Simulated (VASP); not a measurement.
# Ta (I4/mmm) in VASP: notebook, part 3 of 3

VASP 6.6.1.

**5. Single point, PBE (19.38 Å³/atom)**

This run uses another cell than the first one, of 19.38 Å³/atom.

INCAR reads:

```
PREC = Accurate
ENCUT = 520
EDIFF = 1E-6
ISMEAR = 0
SIGMA = 0.15
LREAL = F
LASPH = T
NELM = 100
ALGO = Fast
ISIF = 2
LWAVE = F
LCHARG = T
GGA = PE
LELF = T
LVHAR = T
NBANDS = 12
```

KPOINTS reads:

```
regular mesh
0
Gamma
  20 20 20
```

POSCAR reads:

```
Ta
1.0
   -1.5938595459      1.5938595459      1.9068935608
    1.5938595459     -1.5938595459      1.9068935608
    1.5938595459      1.5938595459     -1.9068935608
Ta
1
Direct
    0.0000000000      0.0000000000      0.0000000000
```

The run is started by

```sh
cat potpaw_PBE.64/Ta_pv/POTCAR > POTCAR
mpirun -np 1 vasp_std > vasp.out
```

It took 3.2 min on 1 thread of Intel Xeon 8259CL, shared host; peak memory 0.26 GiB.

The run converged. Its results:

| Property | Result |
| --- | --- |
| Free energy | -11.6879 eV |
| Pressure | -7.9 GPa |
| Band gap on the k mesh | zero (an odd number of electrons rules out a gap without spin polarisation) |

Stress tensor (GPa, compression positive):
```
 -3.98   0.00   0.00
  0.00  -3.98   0.00
  0.00   0.00 -15.80
```

Levels at points of the mesh, in eV from the Fermi level:
| k point | band 3 | band 4 | band 5 | band 6 | band 7 | band 8 |
| --- | --- | --- | --- | --- | --- | --- |
| (0.00, 0.00, 0.00) | -33.52 | -7.79 | 0.26 | 0.26 | 2.06 | 2.09 |
| (0.50, 0.00, 0.00) | -33.55 | -4.27 | -0.62 | 0.86 | 1.79 | 4.96 |
| (0.50, 0.50, 0.00) | -33.64 | -4.11 | -2.59 | 2.00 | 5.09 | 5.37 |
| (0.50, 0.50, 0.50) | -34.02 | -3.80 | -3.26 | 5.08 | 5.77 | 6.34 |

Caveat: the stress differs along the axes, from -16 to -4 GPa; spin-orbit coupling is left out, which moves the levels of the heavy elements.

**6. Single point, PBE (19.38 Å³/atom)**

This run uses another cell than the first one, of 19.38 Å³/atom.

INCAR reads:

```
SYSTEM = Ta
PREC     = Accurate       ! precision mode
ENCUT    = 520            ! plane-wave cutoff, eV
EDIFF    = 1E-7           ! SCF threshold, eV
ISMEAR   = 0              ! smearing method
SIGMA    = 0.15           ! smearing width, eV
LREAL    = .FALSE.        ! projectors in reciprocal space
LASPH    = .TRUE.         ! aspherical terms in the spheres
NELM     = 60             ! most SCF steps
ALGO     = Fast           ! electronic algorithm
ISIF     = 2              ! what is computed and relaxed
LWAVE    = .FALSE.        ! write WAVECAR
LCHARG   = .FALSE.        ! write CHGCAR
GGA      = PE             ! functional
NBANDS   = 12             ! bands
```

KPOINTS reads:

```
Automatic mesh
0
G
  20 20 20
  0 0 0
```

POSCAR reads:

```
Ta
1.0
   -1.6586517555      1.6586517555      1.7608247036
    1.6586517555     -1.6586517555      1.7608247036
    1.6586517555      1.6586517555     -1.7608247036
Ta
1
Direct
    0.0000000000      0.0000000000      0.0000000000
```

Potentials or basis: VASP PAW PBE potentials, release 64 (Ta_pv).

The run is started by

```sh
cat potpaw_PBE.64/Ta_pv/POTCAR > POTCAR
mpirun -np 1 vasp_std > vasp.out
```

OUTCAR:

```text
SYSTEM = Ta
   PREC = Accurate
   ENCUT = 520
   EDIFF = 1E-7
   ISMEAR = 0
   LREAL = .FALSE.
   LASPH = .TRUE.
   NELM = 60
   ISIF = 2
   GGA = PE

 ion  position               nearest neighbor table
   1  0.000  0.000  0.000-

  LATTYP: Found a body centered tetragonal cell.
 ALAT       =     3.3173035110
 C/A-ratio  =     1.0616000000

  Lattice vectors:

 A1 = (  -1.6586517555,   1.6586517555,   1.7608247036)
 A2 = (   1.6586517555,  -1.6586517555,   1.7608247036)
 A3 = (   1.6586517555,   1.6586517555,  -1.7608247036)

Analysis of symmetry for initial positions (statically):
=====================================================================
 Subroutine PRICEL returns:
 Original cell was already a primitive cell.

 Routine SETGRP: Setting up the symmetry group for a
 body centered tetragonal supercell.

 Subroutine GETGRP returns: Found 16 space group operations
 (whereof 16 operations were pure point group operations)
 out of a pool of 16 trial point group operations.

The static configuration has the point symmetry D_4h.

Analysis of symmetry for dynamics (positions and initial velocities):
=====================================================================
 Subroutine PRICEL returns:
 Original cell was already a primitive cell.

 Routine SETGRP: Setting up the symmetry group for a
 body centered tetragonal supercell.

 Subroutine GETGRP returns: Found 16 space group operations
 (whereof 16 operations were pure point group operations)
 out of a pool of 16 trial point group operations.

The dynamic configuration has the point symmetry D_4h.

 Subroutine INISYM returns: Found 16 space group operations
 (whereof 16 operations are pure point group operations),
 and found     1 'primitive' translations

----------------------------------------------------------------------------------------

                                     Primitive cell

  volume of cell :      19.3770

  direct lattice vectors                    reciprocal lattice vectors
    -1.658651755  1.658651755  1.760824704     0.000000000  0.301449655  0.283957852
     1.658651755 -1.658651755  1.760824704     0.301449655  0.000000000  0.283957852
     1.658651755  1.658651755 -1.760824704     0.301449655  0.301449655  0.000000000

  length of vectors
     2.933045334  2.933045334  2.933045334     0.414130361  0.414130361  0.426314191

  position of ions in fractional coordinates (direct lattice)
     0.000000000  0.000000000  0.000000000

  ion indices of the primitive-cell ions
   primitive index   ion index
                 1           1

----------------------------------------------------------------------------------------

 KPOINTS: Automatic mesh

Automatic generation of k-mesh.
 Grid dimensions read from file:
 generate k-points for:   20   20   20

 Generating k-lattice:

  Cartesian coordinates                     Fractional coordinates (reciprocal lattice)
     0.000000000  0.015072483  0.014197893     0.050000000  0.000000000  0.000000000
     0.015072483  0.000000000  0.014197893     0.000000000  0.050000000  0.000000000
     0.015072483  0.015072483  0.000000000     0.000000000  0.000000000  0.050000000

  Length of vectors
     0.020706518  0.020706518  0.021315710

  Shift w.r.t. Gamma in fractional coordinates (k-lattice)
     0.000000000  0.000000000  0.000000000

 Subroutine IBZKPT returns following result:
 ===========================================

 Found    641 irreducible k-points:

 Following reciprocal coordinates:
            Coordinates               Weight
  0.000000  0.000000  0.000000      1.000000
  0.050000  0.000000  0.000000      8.000000
  0.100000  0.000000 -0.000000      8.000000
  0.150000  0.000000  0.000000      8.000000
  0.200000  0.000000 -0.000000      8.000000
  0.250000  0.000000  0.000000      8.000000
[... 16 lines left out ...]
 -0.400000  0.050000  0.000000     16.000000
 -0.350000  0.050000  0.000000     16.000000
 [... further k-points ...]
   k-points           NKPTS =    641   k-points in BZ     NKDIM =    641   number of bands    NBANDS=     12
   number of dos      NEDOS =    301   number of ions     NIONS =      1
   total plane-waves  NPLWV =  13824
   dimension x,y,z NGX =    24 NGY =   24 NGZ =   24
   dimension x,y,z NGXF=    48 NGYF=   48 NGZF=   48
   ions per type =               1
   NGX,Y,Z   is equivalent  to a cutoff of  13.60, 13.60, 13.60 a.u.
   NGXF,Y,Z  is equivalent  to a cutoff of  27.21, 27.21, 27.21 a.u.
 SYSTEM =  Ta
   PREC   = accura    normal or accurate (medium, high low for compatibility)
   ISTART =      0    job   : 0-new  1-cont  2-samecut
   ICHARG =      2    charge: 1-file 2-atom 10-const
   ISPIN  =      1    spin polarized calculation?
   LNONCOLLINEAR =      F non collinear calculations
   LSORBIT =      F    spin-orbit coupling
   LASPH  =      T    aspherical Exc in radial PAW
   ENCUT  =  520.0 eV  38.22 Ry    6.18 a.u.   5.45  5.45  5.45*2*pi/ulx,y,z
   NELM   =     60;   NELMIN=  2; NELMDL= -5     # of ELM steps
   EDIFF  = 0.1E-06   stopping-criterion for ELM
   LREAL  =      F    real-space projection
   EDIFFG = 0.1E-05   stopping-criterion for IOM
   NSW    =      0    number of steps for IOM
   IBRION =     -1    ionic relax: 0-MD 1-quasi-New 2-CG
   NFREE  =      0    steps in history (QN), initial steepest desc. (CG)
   ISIF   =      2    stress and relaxation
   ISYM   =      2    0-nonsym 1-usesym 2-fastsym
   POTIM  = 0.5000    time-step for ionic-motion
   TEBEG  =    0.0;   TEEND  =   0.0 temperature during run
   PSTRESS=    0.0 pullay stress
   NELECT =      11.0000    total number of electrons
   NUPDOWN=      -1.0000    fix difference up-down
   EMIN   =  10.00;   EMAX   =-10.00  energy-range for DOS
   EFERMI =   0.00;   METHOD = LEGACY
   ISMEAR =     0;   SIGMA  =   0.15  broadening in eV -4-tet -1-fermi 0-gaus
   EFERMI_NEDOS =   21; number of points for ismear=-14 and -15
   IALGO  =     68    algorithm
   IMIX   =      4    mixing-type and parameters
     AMIX     =   0.40;   BMIX     =  1.00
     AMIX_MAG =   1.60;   BMIX_MAG =  1.00
  volume/ion in A,a.u.               =      19.38       130.76
  Fermi-wavevector in a.u.,A,eV,Ry     =   1.355533  2.561587 25.000307  1.837471
  Thomas-Fermi vector in A             =   2.482613
   LORBIT       =      0    0 simple, 1 ext, 2 COOP (PROOUT), +10 PAW based schemes
   GGA     = PE    functional components
   LHFCALC =     F    Hartree Fock is set to
   AEXX    =    0.0000 exact exchange contribution
   IVDW    =     0    specifies the selected vdW correction
   LEPSILON=     F    determine dielectric tensor
   LRPA    =     F    only Hartree local field effects (RPA)
 non-spin polarized calculation
 RMM-DIIS sequential band-by-band and
 Gauss-broadening in eV      SIGMA  =   0.15
  energy-cutoff  :      520.00
  volume of cell :       19.38
 maximum number of plane-waves:       539
 NGX is ok and might be reduce to    24
   NGX = 11   NGY = 11   NGZ = 11

 number of electron      11.0000002 magnetization

 Free energy of the ion-electron system (eV)
  ---------------------------------------------------
  ext. energy  EPLUGINS =         0.00000000
  ---------------------------------------------------
  free energy    TOTEN  =       -11.77254489 eV

  energy without entropy =      -11.75629191  energy(sigma->0) =      -11.76441840

 E-fermi :   4.9276     XC(G=0): -12.2492

 val. band max:        4.9265591361   @ k =   0.1000   0.0500   0.0500
 cond. band min:       4.9286454201   @ k =  -0.4000  -0.4500   0.0500
 fundamental gap:      0.0020862840
 Fermi energy:         4.9276184861

 k-point     1 :       0.0000    0.0000    0.0000
  band No.  band energies     occupation
      1     -28.4597      2.00000
      2     -28.4497      2.00000
      3     -28.4497      2.00000
      4      -2.7202      2.00000
      5       5.4465      0.00000
      6       5.4465      0.00000
      7       6.1107      0.00000
      8       8.1721      0.00000
      9       9.0618      0.00000
     10      18.9501      0.00000
     11      19.9485      0.00000
     12      19.9485      0.00000
[... 331 lines left out ...]
 k-point    24 :      -0.3500    0.0500    0.0000
  band No.  band energies     occupation
      1     -29.1411      2.00000
      2     -28.6599      2.00000
      3     -28.4648      2.00000
      4       0.3435      2.00000
      5       4.2607      2.00000
      6       4.6950      1.97172
      7       7.9207      0.00000
      8       9.2150      0.00000
      9       9.5529      0.00000
     10      18.0540      0.00000
     11      18.4743      0.00000
     12      19.3597      0.00000

 [... further k-points ...]
[... 5 lines left out ...]
  --------------------------------------------------------------------------------------
  -------------------------------------------------------------------------------------
  Total       -0.9798786     -0.9798786     -1.5916959      0.0000000      0.0000000      0.0000000
  in kB      -81.0207595    -81.0207595   -131.6085581      0.0000000      0.0000000      0.0000000
  external PRESSURE =     -97.8833590 kB  Pullay stress =       0.0000000 kB

 VOLUME and BASIS-vectors are now :
 -----------------------------------------------------------------------------
  energy-cutoff  :      520.00
  volume of cell :       19.38
      direct lattice vectors                 reciprocal lattice vectors
    -1.658651755  1.658651755  1.760824704     0.000000000  0.301449655  0.283957852
     1.658651755 -1.658651755  1.760824704     0.301449655  0.000000000  0.283957852
     1.658651755  1.658651755 -1.760824704     0.301449655  0.301449655  0.000000000

 POSITION                                       TOTAL-FORCE (eV/Angst)
 -----------------------------------------------------------------------------------
      0.00000      0.00000      0.00000        -0.000000     -0.000000      0.000000
 -----------------------------------------------------------------------------------
    total drift:                               -0.000000      0.000000      0.000000

  FREE ENERGIE OF THE ION-ELECTRON SYSTEM (eV)
  ---------------------------------------------------
  free  energy   TOTEN  =       -11.7725448895 eV

  energy  without entropy=      -11.7562919076  energy(sigma->0) =      -11.76441840
```

It took 3.5 min on 1 thread of Intel Xeon 8259CL, shared host; peak memory 0.26 GiB.

Results:

```
Free energy            : -11.7725 eV
Pressure               : -9.8 GPa
Band gap on the k mesh : zero (an odd number of electrons rules out a gap without spin polarisation)
```

Stress tensor (GPa, compression positive):
```
 -8.10   0.00   0.00
  0.00  -8.10   0.00
  0.00   0.00 -13.16
```

Caveat: the stress differs along the axes, from -13 to -8 GPa; spin-orbit coupling is left out, which moves the levels of the heavy elements.

**7. Overview**

| cell | gap on the mesh (eV) | pressure (GPa) |
| --- | --- | --- |
| a = 2.853 Å, angles 116.5, 116.5, 96.1°, 1 atom | none | 18.6 |
| a = 2.974 Å, angles 124.4, 124.4, 82.5°, 1 atom | none | 18.5 |
| a = 2.875 Å, angles 118.4, 118.4, 92.7°, 1 atom | none | 20.2 |
| a = 2.952 Å, angles 114.7, 114.7, 99.5°, 1 atom | none | -7.9 |
| a = 2.933 Å, angles 111.1, 111.1, 106.2°, 1 atom | none | -9.8 |

Alike in all rows: task single point; level PBE; potentials or basis VASP PAW PBE potentials, release 64 (Ta_pv); no spin polarisation; k mesh 20 × 20 × 20; cutoff (eV) 520; smearing gaussian 0.15 eV.

Caveats: spin-orbit coupling is left out, which moves the levels of the heavy elements; the stress differs along the axes, from 7 to 25 GPa (at least some runs); the stress differs along the axes, from 15 to 25 GPa (at least some runs); the stress differs along the axes, from 13 to 24 GPa (at least some runs); the stress differs along the axes, from -16 to -4 GPa (at least some runs); the stress differs along the axes, from -13 to -8 GPa (at least some runs).

Total energies depend on the potentials used, so only differences within one code and one set of settings carry meaning.
